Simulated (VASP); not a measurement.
# Si12O (a cell with a defect) in VASP: a series of runs

Runs on Si12O (a cell with a defect). Level: PBE. Tasks: single point.

All numbers are computed with VASP 6.6.1; they aren't measurements. Logs are shortened: lines on timing, memory, paths and dates and some standing lists are left out, and cuts for length are marked.

## (1) The cell of the first run

The cell holds a defect, 13 atoms: a = 6.365 Å, b = 6.671 Å, c = 6.671 Å, α = 120.00°, β = 90.00°, γ = 90.00°.

## (2) Single point, PBE

Contents of INCAR:

```
SYSTEM = Si12O
PREC     = Accurate       ! precision mode
ENCUT    = 520            ! plane-wave cutoff, eV
EDIFF    = 1E-6           ! SCF threshold, eV
ISMEAR   = 0              ! smearing method
SIGMA    = 0.02           ! smearing width, eV
LREAL    = .False.        ! projectors in reciprocal space
LASPH    = .True.         ! aspherical terms in the spheres
NELM     = 60             ! most SCF steps
ALGO     = Normal         ! electronic algorithm
ISIF     = 2              ! what is computed and relaxed
LWAVE    = .False.        ! write WAVECAR
LCHARG   = .False.        ! write CHGCAR
GGA      = PE             ! functional
NBANDS   = 39             ! bands
```

Contents of KPOINTS:

```
Automatic mesh
0
Gamma
  3 3 3
  0 0 0
```

Contents of POSCAR:

```
Si12O
1.0
    0.0000000000      0.0000000000     -6.3650227274
    5.7769209522      3.3353068669      0.0000000000
    0.0000000001     -6.6706137337      0.0000000000
Si O
12 1
Direct
    0.9320544219      0.3122984511      0.3122984511
    0.9320544219      0.0000000000      0.6877015489
    0.9320544219      0.6877015489      0.0000000000
    0.4325243195      0.6542284936      0.6542284936
    0.4325243195      0.3457715064      0.0000000000
    0.4325243195      1.0000000000      0.3457715064
    0.5679455781      0.3122984511      0.3122984511
    0.5679455781      0.0000000000      0.6877015489
    0.5679455781      0.6877015489      0.0000000000
    0.0674756805      0.6542284936      0.6542284936
    0.0674756805      0.3457715064      0.0000000000
    0.0674756805      1.0000000000      0.3457715064
    0.7500000000      0.0000000000      0.0000000000
```

Potentials or basis: VASP PAW PBE potentials, release 64 (Si, O).

The run is started by

```console
$ cat potpaw_PBE.64/Si/POTCAR potpaw_PBE.64/O/POTCAR > POTCAR
$ mpirun -np 1 vasp_std > vasp.out
```

OUTCAR:

```text
SYSTEM = Si12O
   PREC = Accurate
   ENCUT = 520
   EDIFF = 1E-6
   ISMEAR = 0
   LREAL = .False.
   LASPH = .True.
   NELM = 60
   ISIF = 2
   GGA = PE

 ion  position               nearest neighbor table
   1  0.932  0.312  0.312-   7 2.32  11 2.37  12 2.37  13 2.38  10 2.44
   2  0.932  0.000  0.688-   8 2.32  10 2.37  11 2.37  13 2.38  12 2.44
   3  0.932  0.688  0.000-   9 2.32  10 2.37  12 2.37  13 2.38  11 2.44
   4  0.433  0.654  0.654-  10 2.32   9 2.37   8 2.37   7 2.44
   5  0.433  0.346  0.000-  11 2.32   7 2.37   8 2.37   9 2.44
   6  0.433  0.000  0.346-  12 2.32   7 2.37   9 2.37   8 2.44
   7  0.568  0.312  0.312-   1 2.32   5 2.37   6 2.37  13 2.38   4 2.44
   8  0.568  0.000  0.688-   2 2.32   4 2.37   5 2.37  13 2.38   6 2.44
   9  0.568  0.688  0.000-   3 2.32   4 2.37   6 2.37  13 2.38   5 2.44
  10  0.067  0.654  0.654-   4 2.32   3 2.37   2 2.37   1 2.44
  11  0.067  0.346  0.000-   5 2.32   1 2.37   2 2.37   3 2.44
  12  0.067  0.000  0.346-   6 2.32   1 2.37   3 2.37   2 2.44
  13  0.750  0.000  0.000-   2 2.38   8 2.38   3 2.38   9 2.38   1 2.38   7 2.38

  LATTYP: Found a hexagonal cell.
 ALAT       =     6.6706137337
 C/A-ratio  =     0.9541884722

  Lattice vectors:

 A1 = (   5.7769209522,   3.3353068669,   0.0000000000)
 A2 = (   0.0000000001,  -6.6706137337,   0.0000000000)
 A3 = (   0.0000000000,   0.0000000000,  -6.3650227274)

Analysis of symmetry for initial positions (statically):
=====================================================================
 Subroutine PRICEL returns:
 Original cell was already a primitive cell.

 Routine SETGRP: Setting up the symmetry group for a
 hexagonal supercell.

 Subroutine GETGRP returns: Found 12 space group operations
 (whereof  6 operations were pure point group operations)
 out of a pool of 24 trial point group operations.

The static configuration has the point symmetry C_3v.
 The point group associated with its full space group is D_3h.

Analysis of symmetry for dynamics (positions and initial velocities):
=====================================================================
 Subroutine PRICEL returns:
 Original cell was already a primitive cell.

 Routine SETGRP: Setting up the symmetry group for a
 hexagonal supercell.

 Subroutine GETGRP returns: Found 12 space group operations
 (whereof  6 operations were pure point group operations)
 out of a pool of 24 trial point group operations.

The dynamic configuration has the point symmetry C_3v.
 The point group associated with its full space group is D_3h.

 Subroutine INISYM returns: Found 12 space group operations
 (whereof  6 operations are pure point group operations),
 and found     1 'primitive' translations

----------------------------------------------------------------------------------------

                                     Primitive cell

  volume of cell :     245.2800

  direct lattice vectors                    reciprocal lattice vectors
     0.000000000  0.000000000 -6.365022727     0.000000000  0.000000000 -0.157108630
     5.776920952  3.335306867  0.000000000     0.173102594  0.000000000  0.000000000
     0.000000000 -6.670613734  0.000000000     0.086551297 -0.149911244  0.000000000

  length of vectors
     6.365022727  6.670613734  6.670613734     0.157108630  0.173102594  0.173102594

  position of ions in fractional coordinates (direct lattice)
     0.932054422  0.312298451  0.312298451
     0.932054422  0.000000000  0.687701549
     0.932054422  0.687701549  0.000000000
     0.432524319  0.654228494  0.654228494
     0.432524319  0.345771506  0.000000000
     0.432524319  0.000000000  0.345771506
     0.567945578  0.312298451  0.312298451
     0.567945578  0.000000000  0.687701549
     0.567945578  0.687701549  0.000000000
     0.067475681  0.654228494  0.654228494
     0.067475681  0.345771506  0.000000000
     0.067475681  0.000000000  0.345771506
     0.750000000  0.000000000  0.000000000

  ion indices of the primitive-cell ions
   primitive index   ion index
                 1           1
                 2           2
                 3           3
                 4           4
                 5           5
                 6           6
                 7           7
                 8           8
                 9           9
                10          10
                11          11
                12          12
                13          13

----------------------------------------------------------------------------------------

 KPOINTS: Automatic mesh

Automatic generation of k-mesh.
 Grid dimensions read from file:
 generate k-points for:    3    3    3

 Generating k-lattice:

  Cartesian coordinates                     Fractional coordinates (reciprocal lattice)
     0.000000000  0.000000000 -0.052369543     0.333333333  0.000000000  0.000000000
     0.057700865  0.000000000  0.000000000     0.000000000  0.333333333  0.000000000
     0.028850432 -0.049970415  0.000000000     0.000000000 -0.000000000  0.333333333

  Length of vectors
     0.052369543  0.057700865  0.057700865

  Shift w.r.t. Gamma in fractional coordinates (k-lattice)
     0.000000000  0.000000000  0.000000000

 Subroutine IBZKPT returns following result:
 ===========================================

 Found      6 irreducible k-points:

 Following reciprocal coordinates:
            Coordinates               Weight
  0.000000  0.000000  0.000000      1.000000
  0.333333  0.000000  0.000000      2.000000
  0.000000  0.333333 -0.000000      6.000000
  0.333333  0.333333 -0.000000     12.000000
  0.000000  0.333333  0.333333      2.000000
  0.333333  0.333333  0.333333      4.000000
   k-points           NKPTS =      6   k-points in BZ     NKDIM =      6   number of bands    NBANDS=     39
   number of dos      NEDOS =    301   number of ions     NIONS =     13
   total plane-waves  NPLWV = 120000
   dimension x,y,z NGX =    48 NGY =   50 NGZ =   50
   dimension x,y,z NGXF=    96 NGYF=  100 NGZF=  100
   ions per type =              12   1
   NGX,Y,Z   is equivalent  to a cutoff of  12.54, 12.46, 12.46 a.u.
   NGXF,Y,Z  is equivalent  to a cutoff of  25.07, 24.92, 24.92 a.u.
 SYSTEM =  Si12O
   PREC   = accura    normal or accurate (medium, high low for compatibility)
   ISTART =      0    job   : 0-new  1-cont  2-samecut
   ICHARG =      2    charge: 1-file 2-atom 10-const
   ISPIN  =      1    spin polarized calculation?
   LNONCOLLINEAR =      F non collinear calculations
   LSORBIT =      F    spin-orbit coupling
   LASPH  =      T    aspherical Exc in radial PAW
   ENCUT  =  520.0 eV  38.22 Ry    6.18 a.u.  11.83 12.40 12.40*2*pi/ulx,y,z
   NELM   =     60;   NELMIN=  2; NELMDL= -5     # of ELM steps
   EDIFF  = 0.1E-05   stopping-criterion for ELM
   LREAL  =      F    real-space projection
   EDIFFG = 0.1E-04   stopping-criterion for IOM
   NSW    =      0    number of steps for IOM
   IBRION =     -1    ionic relax: 0-MD 1-quasi-New 2-CG
   NFREE  =      0    steps in history (QN), initial steepest desc. (CG)
   ISIF   =      2    stress and relaxation
   ISYM   =      2    0-nonsym 1-usesym 2-fastsym
   POTIM  = 0.5000    time-step for ionic-motion
   TEBEG  =    0.0;   TEEND  =   0.0 temperature during run
   PSTRESS=    0.0 pullay stress
   NELECT =      54.0000    total number of electrons
   NUPDOWN=      -1.0000    fix difference up-down
   EMIN   =  10.00;   EMAX   =-10.00  energy-range for DOS
   EFERMI =   0.00;   METHOD = LEGACY
   ISMEAR =     0;   SIGMA  =   0.02  broadening in eV -4-tet -1-fermi 0-gaus
   EFERMI_NEDOS =   21; number of points for ismear=-14 and -15
   IALGO  =     38    algorithm
   IMIX   =      4    mixing-type and parameters
     AMIX     =   0.40;   BMIX     =  1.00
     AMIX_MAG =   1.60;   BMIX_MAG =  1.00
  volume/ion in A,a.u.               =      18.87       127.33
  Fermi-wavevector in a.u.,A,eV,Ry     =   0.988520  1.868031 13.295223  0.977171
  Thomas-Fermi vector in A             =   2.120052
   LORBIT       =      0    0 simple, 1 ext, 2 COOP (PROOUT), +10 PAW based schemes
   GGA     = PE    functional components
   LHFCALC =     F    Hartree Fock is set to
   AEXX    =    0.0000 exact exchange contribution
   IVDW    =     0    specifies the selected vdW correction
   LEPSILON=     F    determine dielectric tensor
   LRPA    =     F    only Hartree local field effects (RPA)
 non-spin polarized calculation
 Gauss-broadening in eV      SIGMA  =   0.02
  energy-cutoff  :      520.00
  volume of cell :      245.28
 maximum number of plane-waves:      6630
 NGX is ok and might be reduce to    48
   NGX = 23   NGY = 25   NGZ = 25

 number of electron      53.9999995 magnetization

 Free energy of the ion-electron system (eV)
  ---------------------------------------------------
  ext. energy  EPLUGINS =         0.00000000
  ---------------------------------------------------
  free energy    TOTEN  =       -68.91640280 eV

  energy without entropy =      -68.91129668  energy(sigma->0) =      -68.91384974

 E-fermi :   5.4781     XC(G=0):  -9.5455

 val. band max:        5.4524273580   @ k =   0.0000   0.0000   0.0000
 cond. band min:       5.4811234124   @ k =   0.3333   0.3333  -0.0000
 fundamental gap:      0.0286960543
 Fermi energy:         5.4781301322

 k-point     1 :       0.0000    0.0000    0.0000
  band No.  band energies     occupation
      1     -12.0613      2.00000
      2      -5.6996      2.00000
      3      -3.8533      2.00000
      4      -3.4090      2.00000
      5      -3.4090      2.00000
      6      -2.8894      2.00000
[... 31 lines left out ...]
     38      11.1867      0.00000
     39      11.1870      0.00000
[... 208 lines left out ...]
     38       9.8932      0.00000
     39       9.8932      0.00000

------------------------ aborting loop because EDIFF is reached ----------------------------------------

  FORCE on cell =-STRESS in cart. coord.  units (eV):
  Direction    XX          YY          ZZ          XY          YZ          ZX
  --------------------------------------------------------------------------------------
  -------------------------------------------------------------------------------------
  Total       -2.1195935     -2.1195935      4.4913292      0.0000000      0.0000000      0.0000000
  in kB      -13.8452559    -13.8452559     29.3375127      0.0000000      0.0000000      0.0000000
  external PRESSURE =       0.5490003 kB  Pullay stress =       0.0000000 kB

 VOLUME and BASIS-vectors are now :
 -----------------------------------------------------------------------------
  energy-cutoff  :      520.00
  volume of cell :      245.28
      direct lattice vectors                 reciprocal lattice vectors
     0.000000000  0.000000000 -6.365022727     0.000000000  0.000000000 -0.157108630
     5.776920952  3.335306867  0.000000000     0.173102594  0.000000000  0.000000000
     0.000000000 -6.670613734  0.000000000     0.086551297 -0.149911244  0.000000000

 POSITION                                       TOTAL-FORCE (eV/Angst)
 -----------------------------------------------------------------------------------
      1.80412     -1.04161     -5.93255         0.000640     -0.000369      0.004985
      0.00000     -4.58739     -5.93255        -0.000000      0.000739      0.004985
      3.97280      2.29370     -5.93255        -0.000640     -0.000369      0.004985
      3.77943     -2.18205     -2.75303         0.004006     -0.002313      0.003064
      1.99749      1.15325     -2.75303        -0.004006     -0.002313      0.003064
      0.00000     -2.30651     -2.75303        -0.000000      0.004625      0.003064
      1.80412     -1.04161     -3.61499         0.000640     -0.000369     -0.004985
      0.00000     -4.58739     -3.61499        -0.000000      0.000739     -0.004985
      3.97280      2.29370     -3.61499        -0.000640     -0.000369     -0.004985
      3.77943     -2.18205     -0.42948         0.004006     -0.002313     -0.003064
      1.99749      1.15325     -0.42948        -0.004006     -0.002313     -0.003064
      0.00000     -2.30651     -0.42948        -0.000000      0.004625     -0.003064
      0.00000      0.00000     -4.77377        -0.000000     -0.000000     -0.000000
 -----------------------------------------------------------------------------------
    total drift:                               -0.000000      0.000000     -0.000000

  FREE ENERGIE OF THE ION-ELECTRON SYSTEM (eV)
  ---------------------------------------------------
  free  energy   TOTEN  =       -68.9164028047 eV

  energy  without entropy=      -68.9112966797  energy(sigma->0) =      -68.91384974
```

Run time: 82 s. Hardware: 1 thread of Intel Xeon Platinum 8488C (Sapphire Rapids), shared host; peak memory 0.35 GiB.

Results:

```
Free energy            : -68.9164 eV
Pressure               : 0.1 GPa
Largest force          : 0.006 eV/Å
Band gap on the k mesh : zero (band 27 reaches 6.21 eV, above the bottom of band 28 at 5.07 eV)
```

Forces on the atoms (eV/Å):
```
Si   0.001  0.000  0.005
Si   0.000  0.001  0.005
Si  -0.001  0.000  0.005
Si   0.004 -0.002  0.003
Si  -0.004 -0.002  0.003
Si   0.000  0.005  0.003
Si   0.001  0.000 -0.005
Si   0.000  0.001 -0.005
Si  -0.001  0.000 -0.005
Si   0.004 -0.002 -0.003
Si  -0.004 -0.002 -0.003
Si   0.000  0.005 -0.003
O    0.000  0.000  0.000
```

Levels at points of the mesh, in eV from the Fermi level:
```
           k point  band 23  band 24  band 25  band 26  band 27  band 28  band 29  band 30
(0.00, 0.00, 0.00)    -0.56    -0.56    -0.29    -0.03     0.73     0.73     1.38     1.59
```

Caveat: the k points lie up to 0.36 Å⁻¹ apart.

## (3) Single point, PBE, collinear spin, ferromagnetic start

Contents of INCAR:

```
PREC = Accurate ; ENCUT = 520
EDIFF = 1E-7 ; ISMEAR = 0
SIGMA = 0.02 ; LREAL = F
LASPH = T ; NELM = 150
ALGO = Normal ; ISIF = 2
LWAVE = F ; LCHARG = F
ISPIN = 2 ; MAGMOM = 0.077 0.077 0.077 0.077 0.077 0.077 0.077 0.077 0.077 0.077 0.077 0.077 0.077
LORBIT = 11 ; GGA = PE
NELECT = 55.0 ; NBANDS = 43
```

Contents of KPOINTS:

```
Automatic mesh
0
Gamma
  3 3 3
```

Contents of POSCAR:

```
Si12O
1.0
    0.0000000000      0.0000000000     -6.3650227274
    5.7769209522      3.3353068669      0.0000000000
    0.0000000001     -6.6706137337      0.0000000000
Si O
12 1
Direct
    0.9325975295      0.3124089009      0.3124089009
    0.9325975295      0.0000000000      0.6875910991
    0.9325975295      0.6875910991      0.0000000000
    0.4344159498      0.6532040665      0.6532040665
    0.4344159498      0.3467959335      0.0000000000
    0.4344159498      1.0000000000      0.3467959335
    0.5674024705      0.3124089009      0.3124089009
    0.5674024705      0.0000000000      0.6875910991
    0.5674024705      0.6875910991      0.0000000000
    0.0655840502      0.6532040665      0.6532040665
    0.0655840502      0.3467959335      0.0000000000
    0.0655840502      1.0000000000      0.3467959335
    0.7500000000      0.0000000000      0.0000000000
```

Potentials or basis: VASP PAW PBE potentials, release 64 (Si, O).

The run is started by

```console
$ cat potpaw_PBE.64/Si/POTCAR potpaw_PBE.64/O/POTCAR > POTCAR
$ mpirun -np 1 vasp_std > vasp.out
```

Run time: 3.4 min. Hardware: 1 thread of Intel Xeon 6975P-C, shared host; peak memory 0.45 GiB.

Results (log left out):

```yaml
Free_energy: -63.3707 eV
Largest_force: 0.035 eV/Å
Net_moment: 0.85 μB per cell
Site_moments: Si +0.02, +0.03; O +0.23 μB
Valence_electrons_inside_the_program's_atomic_spheres: Si 1.66, 1.71; O 4.89
```

Forces in eV/Å, atoms in the order of the input:
```
Si   0.020 -0.011 -0.026
Si   0.000  0.023 -0.026
Si  -0.020 -0.011 -0.026
Si   0.009 -0.005 -0.007
Si  -0.009 -0.005 -0.007
Si   0.000  0.010 -0.007
Si   0.020 -0.011  0.026
Si   0.000  0.023  0.026
Si  -0.020 -0.011  0.026
Si   0.009 -0.005  0.007
Si  -0.009 -0.005  0.007
Si   0.000  0.010  0.007
O    0.000  0.000  0.000
```

Levels at points of the mesh, in eV from the Fermi level:
Spin up:
| k point | band 24 | band 25 | band 26 | band 27 | band 28 | band 29 | band 30 | band 31 | band 32 | band 33 |
| --- | --- | --- | --- | --- | --- | --- | --- | --- | --- | --- |
| (0.00, 0.00, 0.00) | -0.79 | -0.46 | -0.19 | 0.47 | 0.47 | 1.08 | 1.31 | 2.37 | 2.85 | 2.85 |
Spin down:
```
           k point  band 23  band 24  band 25  band 26  band 27  band 28  band 29  band 30
(0.00, 0.00, 0.00)    -0.61    -0.61    -0.28    -0.15     0.56     0.56     1.11     1.34
```

Caveat: the k points lie up to 0.36 Å⁻¹ apart; the cell carries a net charge on a neutralising background, which shifts energy and pressure; the cell is charged against a uniform background, so pressure and absolute levels hang on convention.
